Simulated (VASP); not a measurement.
# ZnS (P6_3mc) in VASP: single point with PBEsol

Aim: the single point of ZnS with PBEsol.

Program: VASP 6.6.1. These are calculated values, not measurements. Logs are shortened: lines on timing, memory, paths and dates and some standing lists are left out, and cuts for length are marked.

## Step 1: The cell of the first run

It takes space group P6_3mc (No. 186, hexagonal). The conventional cell has a = 3.781 Å, b = 3.781 Å, c = 6.207 Å, α = 90.00°, β = 90.00°, γ = 120.00°. Zn (site symmetry 3m) has 4 S at 2.32 Å within 3.1 Å. Within 3.1 Å of S (site symmetry 3m) lie 4 Zn at 2.32 Å.

## Step 2: Single point, PBEsol

INCAR reads:

```
SYSTEM = ZnS
  PREC = Accurate
  ENCUT = 520
  EDIFF = 1E-6
  ISMEAR = 0
  SIGMA = 0.02
  LREAL = .FALSE.
  LASPH = .TRUE.
  NELM = 80
  ALGO = Normal
  ISIF = 2
  LWAVE = .FALSE.
  LCHARG = .TRUE.
  GGA = PS
  LELF = .TRUE.
  LVHAR = .TRUE.
  NBANDS = 26
```

KPOINTS reads:

```
Automatic mesh
0
G
  6 6 4
  0 0 0
```

POSCAR reads:

```
ZnS
1.0
    3.7813979448      0.0000000028      0.0000000000
   -1.8906989749      3.2747866806      0.0000000000
    0.0000000000      0.0000000000      6.2074428173
Zn S
2 2
Direct
    0.3333333333      0.6666666667      0.5024422975
    0.6666666667      0.3333333333      0.0024422975
    0.6666666667      0.3333333333      0.3765677025
    0.3333333333      0.6666666667      0.8765677025
```

Potentials or basis: VASP PAW PBE potentials, release 64 (Zn, S).

Launch:

```console
$ cat potpaw_PBE.64/Zn/POTCAR potpaw_PBE.64/S/POTCAR > POTCAR
$ mpirun -np 1 vasp_std > vasp.out
```

OUTCAR:

```text
SYSTEM = ZnS
   PREC = Accurate
   ENCUT = 520
   EDIFF = 1E-6
   ISMEAR = 0
   LREAL = .FALSE.
   LASPH = .TRUE.
   NELM = 80
   ISIF = 2
   GGA = PS

 ion  position               nearest neighbor table
   1  0.333  0.667  0.502-   3 2.32   3 2.32   3 2.32   4 2.32
   2  0.667  0.333  0.002-   4 2.32   4 2.32   4 2.32   3 2.32
   3  0.667  0.333  0.377-   1 2.32   1 2.32   1 2.32   2 2.32
   4  0.333  0.667  0.877-   2 2.32   2 2.32   2 2.32   1 2.32

  LATTYP: Found a hexagonal cell.
 ALAT       =     3.7813979448
 C/A-ratio  =     1.6415735418

  Lattice vectors:

 A1 = (   3.7813979448,   0.0000000028,   0.0000000000)
 A2 = (  -1.8906989749,   3.2747866806,   0.0000000000)
 A3 = (   0.0000000000,   0.0000000000,   6.2074428173)

Analysis of symmetry for initial positions (statically):
=====================================================================
 Subroutine PRICEL returns:
 Original cell was already a primitive cell.

 Routine SETGRP: Setting up the symmetry group for a
 hexagonal supercell.

 Subroutine GETGRP returns: Found 12 space group operations
 (whereof  6 operations were pure point group operations)
 out of a pool of 24 trial point group operations.

The static configuration has the point symmetry C_3v.
 The point group associated with its full space group is C_6v.

Analysis of symmetry for dynamics (positions and initial velocities):
=====================================================================
 Subroutine PRICEL returns:
 Original cell was already a primitive cell.

 Routine SETGRP: Setting up the symmetry group for a
 hexagonal supercell.

 Subroutine GETGRP returns: Found 12 space group operations
 (whereof  6 operations were pure point group operations)
 out of a pool of 24 trial point group operations.

The dynamic configuration has the point symmetry C_3v.
 The point group associated with its full space group is C_6v.

 Subroutine INISYM returns: Found 12 space group operations
 (whereof  6 operations are pure point group operations),
 and found     1 'primitive' translations

----------------------------------------------------------------------------------------

                                     Primitive cell

  volume of cell :      76.8685

  direct lattice vectors                    reciprocal lattice vectors
     3.781397945  0.000000003  0.000000000     0.264452463  0.152681701  0.000000000
    -1.890698975  3.274786681  0.000000000    -0.000000000  0.305363401  0.000000000
     0.000000000  0.000000000  6.207442817     0.000000000  0.000000000  0.161096933

  length of vectors
     3.781397945  3.781397945  6.207442817     0.305363401  0.305363401  0.161096933

  position of ions in fractional coordinates (direct lattice)
     0.333333333  0.666666667  0.502442297
     0.666666667  0.333333333  0.002442297
     0.666666667  0.333333333  0.376567702
     0.333333333  0.666666667  0.876567702

  ion indices of the primitive-cell ions
   primitive index   ion index
                 1           1
                 2           2
                 3           3
                 4           4

----------------------------------------------------------------------------------------

 KPOINTS: Automatic mesh

Automatic generation of k-mesh.
 Grid dimensions read from file:
 generate k-points for:    6    6    4

 Generating k-lattice:

  Cartesian coordinates                     Fractional coordinates (reciprocal lattice)
     0.044075410  0.025446950  0.000000000     0.166666667  0.000000000  0.000000000
    -0.000000000  0.050893900  0.000000000     0.000000000  0.166666667  0.000000000
     0.000000000  0.000000000  0.040274233     0.000000000  0.000000000  0.250000000

  Length of vectors
     0.050893900  0.050893900  0.040274233

  Shift w.r.t. Gamma in fractional coordinates (k-lattice)
     0.000000000  0.000000000  0.000000000

 Subroutine IBZKPT returns following result:
 ===========================================

 Found     21 irreducible k-points:

 Following reciprocal coordinates:
            Coordinates               Weight
  0.000000  0.000000  0.000000      1.000000
  0.166667  0.000000  0.000000      6.000000
  0.333333 -0.000000  0.000000      6.000000
  0.500000 -0.000000  0.000000      3.000000
  0.166667  0.166667  0.000000      6.000000
  0.333333  0.166667  0.000000     12.000000
[... 13 lines left out ...]
  0.333333  0.166667  0.500000     12.000000
  0.333333  0.333333  0.500000      2.000000
   k-points           NKPTS =     21   k-points in BZ     NKDIM =     21   number of bands    NBANDS=     26
   number of dos      NEDOS =    301   number of ions     NIONS =      4
   total plane-waves  NPLWV =  37632
   dimension x,y,z NGX =    28 NGY =   28 NGZ =   48
   dimension x,y,z NGXF=    56 NGYF=   56 NGZF=   96
   ions per type =               2   2
   NGX,Y,Z   is equivalent  to a cutoff of  12.31, 12.31, 12.86 a.u.
   NGXF,Y,Z  is equivalent  to a cutoff of  24.62, 24.62, 25.71 a.u.
 SYSTEM =  ZnS
   PREC   = accura    normal or accurate (medium, high low for compatibility)
   ISTART =      0    job   : 0-new  1-cont  2-samecut
   ICHARG =      2    charge: 1-file 2-atom 10-const
   ISPIN  =      1    spin polarized calculation?
   LNONCOLLINEAR =      F non collinear calculations
   LSORBIT =      F    spin-orbit coupling
   LASPH  =      T    aspherical Exc in radial PAW
   ENCUT  =  520.0 eV  38.22 Ry    6.18 a.u.   7.03  7.03 11.54*2*pi/ulx,y,z
   NELM   =     80;   NELMIN=  2; NELMDL= -5     # of ELM steps
   EDIFF  = 0.1E-05   stopping-criterion for ELM
   LREAL  =      F    real-space projection
   EDIFFG = 0.1E-04   stopping-criterion for IOM
   NSW    =      0    number of steps for IOM
   IBRION =     -1    ionic relax: 0-MD 1-quasi-New 2-CG
   NFREE  =      0    steps in history (QN), initial steepest desc. (CG)
   ISIF   =      2    stress and relaxation
   ISYM   =      2    0-nonsym 1-usesym 2-fastsym
   POTIM  = 0.5000    time-step for ionic-motion
   TEBEG  =    0.0;   TEEND  =   0.0 temperature during run
   PSTRESS=    0.0 pullay stress
   NELECT =      36.0000    total number of electrons
   NUPDOWN=      -1.0000    fix difference up-down
   EMIN   =  10.00;   EMAX   =-10.00  energy-range for DOS
   EFERMI =   0.00;   METHOD = LEGACY
   ISMEAR =     0;   SIGMA  =   0.02  broadening in eV -4-tet -1-fermi 0-gaus
   EFERMI_NEDOS =   21; number of points for ismear=-14 and -15
   IALGO  =     38    algorithm
   IMIX   =      4    mixing-type and parameters
     AMIX     =   0.40;   BMIX     =  1.00
     AMIX_MAG =   1.60;   BMIX_MAG =  1.00
  volume/ion in A,a.u.               =      19.22       129.68
  Fermi-wavevector in a.u.,A,eV,Ry     =   1.271334  2.402473 21.990958  1.616290
  Thomas-Fermi vector in A             =   2.404273
   LORBIT       =      0    0 simple, 1 ext, 2 COOP (PROOUT), +10 PAW based schemes
   GGA     = PS    functional components
   LHFCALC =     F    Hartree Fock is set to
   AEXX    =    0.0000 exact exchange contribution
   IVDW    =     0    specifies the selected vdW correction
   LEPSILON=     F    determine dielectric tensor
   LRPA    =     F    only Hartree local field effects (RPA)
 non-spin polarized calculation
 Gauss-broadening in eV      SIGMA  =   0.02
  energy-cutoff  :      520.00
  volume of cell :       76.87
 maximum number of plane-waves:      2078
   NGX = 15   NGY = 15   NGZ = 23

 number of electron      35.9999984 magnetization

 Free energy of the ion-electron system (eV)
  ---------------------------------------------------
  ext. energy  EPLUGINS =         0.00000000
  ---------------------------------------------------
  free energy    TOTEN  =       -15.16358676 eV

  energy without entropy =      -15.16358676  energy(sigma->0) =      -15.16358676

 E-fermi :   2.4199     XC(G=0):  -9.9654

 val. band max:        2.2841901593   @ k =   0.0000   0.0000   0.0000
 cond. band min:       4.4463301582   @ k =   0.0000   0.0000   0.0000
 fundamental gap:      2.1621399989
 Fermi energy:         2.4198506784

 k-point     1 :       0.0000    0.0000    0.0000
  band No.  band energies     occupation
      1     -11.0869      2.00000
      2     -10.0894      2.00000
      3      -4.2079      2.00000
      4      -4.1910      2.00000
      5      -4.1910      2.00000
      6      -4.1052      2.00000
[... 18 lines left out ...]
     25       9.9116      0.00000
     26      11.4843      0.00000

 k-point     2 :       0.1667    0.0000    0.0000
  band No.  band energies     occupation
      1     -10.8935      2.00000
      2      -9.9837      2.00000
      3      -4.2111      2.00000
      4      -4.1688      2.00000
      5      -4.1551      2.00000
      6      -4.0830      2.00000
[... 18 lines left out ...]
     25      10.4372      0.00000
     26      10.7448      0.00000

 k-point     3 :       0.3333   -0.0000    0.0000
  band No.  band energies     occupation
      1     -10.4266      2.00000
      2      -9.7938      2.00000
      3      -4.2118      2.00000
      4      -4.1123      2.00000
      5      -4.1004      2.00000
      6      -3.9542      2.00000
[... 18 lines left out ...]
     25      10.8696      0.00000
     26      11.9888      0.00000

 k-point     4 :       0.5000   -0.0000    0.0000
  band No.  band energies     occupation
      1     -10.1011      2.00000
      2      -9.7550      2.00000
      3      -4.1941      2.00000
      4      -4.0838      2.00000
      5      -3.9786      2.00000
      6      -3.9416      2.00000
[... 18 lines left out ...]
     25      11.2607      0.00000
     26      13.7208      0.00000
[... 409 lines left out ...]
      1     -10.2133      2.00000
      2     -10.2133      2.00000
      3      -4.2030      2.00000
      4      -4.2030      2.00000
      5      -4.0678      2.00000
      6      -4.0678      2.00000
[... 18 lines left out ...]
     25      10.5982      0.00000
     26      10.5982      0.00000

 k-point    20 :       0.3333    0.1667    0.5000
  band No.  band energies     occupation
      1      -9.9230      2.00000
      2      -9.9230      2.00000
      3      -4.1593      2.00000
      4      -4.1593      2.00000
      5      -3.9968      2.00000
      6      -3.9968      2.00000
[... 18 lines left out ...]
     25      11.3436      0.00000
     26      11.3436      0.00000

 k-point    21 :       0.3333    0.3333    0.5000
  band No.  band energies     occupation
      1      -9.8232      2.00000
      2      -9.8232      2.00000
      3      -4.0758      2.00000
      4      -4.0758      2.00000
      5      -4.0299      2.00000
      6      -4.0299      2.00000
[... 18 lines left out ...]
     25      11.9208      0.00000
     26      11.9208      0.00000

------------------------ aborting loop because EDIFF is reached ----------------------------------------

  FORCE on cell =-STRESS in cart. coord.  units (eV):
  Direction    XX          YY          ZZ          XY          YZ          ZX
  --------------------------------------------------------------------------------------
  -------------------------------------------------------------------------------------
  Total        0.1218833      0.1218833      0.0977627     -0.0000000      0.0000000      0.0000000
  in kB        2.5404265      2.5404265      2.0376790     -0.0000000      0.0000000      0.0000000
  external PRESSURE =       2.3728440 kB  Pullay stress =       0.0000000 kB

 VOLUME and BASIS-vectors are now :
 -----------------------------------------------------------------------------
  energy-cutoff  :      520.00
  volume of cell :       76.87
      direct lattice vectors                 reciprocal lattice vectors
     3.781397945  0.000000003  0.000000000     0.264452463  0.152681701  0.000000000
    -1.890698975  3.274786681  0.000000000    -0.000000000  0.305363401  0.000000000
     0.000000000  0.000000000  6.207442817     0.000000000  0.000000000  0.161096933

 POSITION                                       TOTAL-FORCE (eV/Angst)
 -----------------------------------------------------------------------------------
     -0.00000      2.18319      3.11888        -0.000000      0.000000      0.002049
      1.89070      1.09160      0.01516         0.000000     -0.000000      0.002049
      1.89070      1.09160      2.33752        -0.000000      0.000000     -0.002049
     -0.00000      2.18319      5.44124         0.000000      0.000000     -0.002049
 -----------------------------------------------------------------------------------
    total drift:                               -0.000001     -0.000002      0.002233

  FREE ENERGIE OF THE ION-ELECTRON SYSTEM (eV)
  ---------------------------------------------------
  free  energy   TOTEN  =       -15.1635867603 eV

  energy  without entropy=      -15.1635867603  energy(sigma->0) =      -15.16358676
```

Run time: 31 s. Hardware: 1 thread of AMD EPYC 9R14 (Zen 4), shared host; peak memory 0.16 GiB.

Results:

```
Free energy            : -15.1636 eV
Pressure               : 0.2 GPa
Band gap on the k mesh : 2.16 eV, direct
```

Forces in eV/Å, atoms in the order of the input:
```
Zn   0.000  0.000  0.002
Zn   0.000  0.000  0.002
S    0.000  0.000 -0.002
S    0.000  0.000 -0.002
```

Levels at points of the mesh, in eV from the valence-band top:
| k point | band 15 | band 16 | band 17 | band 18 | band 19 | band 20 | band 21 | band 22 |
| --- | --- | --- | --- | --- | --- | --- | --- | --- |
| (0.00, 0.00, 0.00) | -0.94 | -0.09 | 0.00 | 0.00 | 2.16 | 3.03 | 6.20 | 6.20 |
| (0.50, 0.00, 0.00) | -3.44 | -2.35 | -1.80 | -0.93 | 3.51 | 4.21 | 4.96 | 6.80 |
| (0.00, 0.00, 0.50) | -0.49 | -0.49 | -0.49 | -0.49 | 3.51 | 3.51 | 6.67 | 6.67 |
| (0.50, 0.00, 0.50) | -1.72 | -1.72 | -1.69 | -1.69 | 3.41 | 3.41 | 5.10 | 5.10 |

Caveat: the PAW data sets were made with another functional, which shifts forces and pressure a little. As with any semilocal functional, this PBEsol gap is likely too small.
